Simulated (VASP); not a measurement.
Set up this calculation in VASP 6.6.1, as the native input.

| Item | Value |
| --- | --- |
| Task | single point |
| Functional | PBE |
| Dispersion | D3(BJ) |
| Potentials or basis | VASP PAW PBE potentials, release 64 (W_sv, S) |
| Cutoff | 520 eV |
| k mesh | 12 × 12 × 4 |
| Occupations | gaussian, width 0.05 eV |
| Spin | no spin polarisation |
| Dipole correction | no |
| Further INCAR settings | ALGO = Normal; EDIFF = 1e-06; NBANDS = 35 |

The structure of WS2 lies in POSCAR:

```
WS2
1.0
    3.1542063626      0.0000000000      0.0000000000
   -1.5771031813      2.7316228388     -0.0819486852
    0.0000000000     -0.3641971419     12.1399047294
W S
2 4
Direct
    0.3333333333      0.6666666667      0.2500000000
    0.6666666667      0.3333333333      0.7500000000
    0.3333333333      0.6666666667      0.6202873801
    0.6666666667      0.3333333333      0.1202873801
    0.3333333333      0.6666666667      0.8797126199
    0.6666666667      0.3333333333      0.3797126199
```

This cell differs from its parent crystal: strain -0.0600 x Voigt [0, 0, 0, 1, 0, 0].

The input as run:

INCAR

```
ALGO     = Normal         # electronic algorithm
EDIFF    = 1E-6           # SCF threshold, eV
ENCUT    = 520            # plane-wave cutoff, eV
GGA      = PE             # functional
ISIF     = 2              # what is computed and relaxed
ISMEAR   = 0              # smearing method
IVDW     = 12             # dispersion correction
LASPH    = T              # aspherical terms in the spheres
LCHARG   = F              # write CHGCAR
LREAL    = F              # projectors in reciprocal space
LWAVE    = F              # write WAVECAR
NBANDS   = 35             # bands
NELM     = 60             # most SCF steps
PREC     = Accurate       # precision mode
SIGMA    = 0.05           # smearing width, eV
```

KPOINTS

```
k-points
0
Gamma
  12 12 4
```

Potentials or basis: VASP PAW PBE potentials, release 64 (W_sv, S).

Launch:

```console
$ cat potpaw_PBE.64/W_sv/POTCAR potpaw_PBE.64/S/POTCAR > POTCAR
$ mpirun -np 1 vasp_std > vasp.out
```

It gave:

```
Pressure                   : 0.8 GPa
Largest force              : 1.004 eV/Å
Band gap on the k mesh     : 0.88 eV (least direct gap 1.80 eV)
Dispersion energy per atom : -0.436 eV
```

Caveat: the cell differs from its parent crystal (strain -0.0600 x Voigt [0, 0, 0, 1, 0, 0]); spin-orbit coupling is left out, which moves the levels of the heavy elements; forces of over 1 eV/Å act on the atoms, so gaps and moduli don't describe the material at rest.

It took 19 min on 1 thread of Intel Xeon 8259CL (shared host), peak memory 0.56 GiB.
